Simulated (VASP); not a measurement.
Runs of VASP 6.6.1 on La. The structure is that of space group P6/mmm (No. 191), or close to it. The cells are those of the table. 

| cell | k mesh | gap on the mesh (eV) | pressure (GPa) |
| --- | --- | --- | --- |
| a = 5.806, b = 5.806, c = 3.518 Å, angles 90.0, 90.0, 120.0°, 3 atoms | 6 × 6 × 9 | none | 0.1 |
| a = 5.564, b = 5.564, c = 3.372 Å, angles 90.0, 90.0, 120.0°, 3 atoms | 7 × 7 × 10 | none | (a) |
| a = 6.030, b = 6.030, c = 3.654 Å, angles 90.0, 90.0, 120.0°, 3 atoms | 7 × 7 × 10 | none | -2.7 |
| a = 5.883, b = 5.883, c = 3.565 Å, angles 90.0, 90.0, 120.0°, 3 atoms | 7 × 7 × 10 | none | -1.0 |
| a = 5.806, b = 5.806, c = 3.518 Å, angles 90.0, 90.0, 120.0°, 3 atoms | 7 × 7 × 10 | none | 0.1 |

Alike in all rows: task single point; level PBEsol; potentials or basis VASP PAW PBE potentials, release 64 (La); no spin polarisation; cutoff (eV) 520; smearing fermi-dirac 0.1 eV.

Fill in the values left out.

(a) 4.3.

Caveats: the PAW data sets were made with another functional, which shifts forces and pressure a little; spin-orbit coupling is left out, which moves the levels of the heavy elements.

A k mesh can miss the band edges, and the runs leave out spin-orbit coupling on La.

A gap of «none» marks levels without a gap at the run's occupations.
